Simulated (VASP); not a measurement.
A run of VASP 6.6.1 is set up as follows.

Contents of POSCAR:

```
AlNi
1.0
    2.8810000000      0.0000000000      0.0000000000
    0.0000000000      2.8810000000      0.0000000000
    0.0000000000      0.0000000000      2.8810000000
Ni Al
1 1
Direct
    0.5000000000      0.5000000000      0.5000000000
    0.0000000000      0.0000000000      0.0000000000
```

The input INCAR.step1:

```
ALGO = Normal ; EDIFF = 1E-5
ENCUT = 520 ; GGA = PE
ISIF = 2 ; ISMEAR = -1
ISPIN = 2 ; LASPH = T
LCHARG = F ; LMAXMIX = 4
LORBIT = 11 ; LREAL = F
LWAVE = T ; MAGMOM = 1 0
NBANDS = 18 ; NELM = 150
PREC = Accurate ; SIGMA = 0.05
```

Contents of INCAR.step2:

```
AEXX = 0.25 ; ALGO = Normal
EDIFF = 1E-6 ; ENCUT = 520
GGA = PS ; ISIF = 2
ISMEAR = -1 ; ISPIN = 2
ISTART = 1 ; LASPH = T
LCHARG = F ; LHFCALC = T
LMAXMIX = 4 ; LORBIT = 11
LREAL = F ; LWAVE = F
MAGMOM = 1 0 ; NBANDS = 18
NELM = 150 ; PREC = Accurate
PRECFOCK = Normal ; SIGMA = 0.05
```

Contents of KPOINTS:

```
k-points
0
Gamma
  5 5 5
```

Potentials or basis: VASP PAW PBE potentials, release 64 (Ni, Al).

The run is started by

```bash
$ cat potpaw_PBE.64/Ni/POTCAR potpaw_PBE.64/Al/POTCAR > POTCAR
$ cp INCAR.step1 INCAR
$ mpirun -np 1 vasp_std > vasp.out
$ cp INCAR.step2 INCAR
$ mpirun -np 1 vasp_std > vasp.out
```

Question: What does it give for the site moments?

Answer: Ni +0.06; Al +0.00 μB.

Question: Estimate the net moment.

Answer: 0.06 μB per cell.

Question: Predict the pressure.

Answer: -5.8 GPa.

Caveat: the k points lie up to 0.44 Å⁻¹ apart; the PAW data sets were made with another functional, which shifts forces and pressure a little.
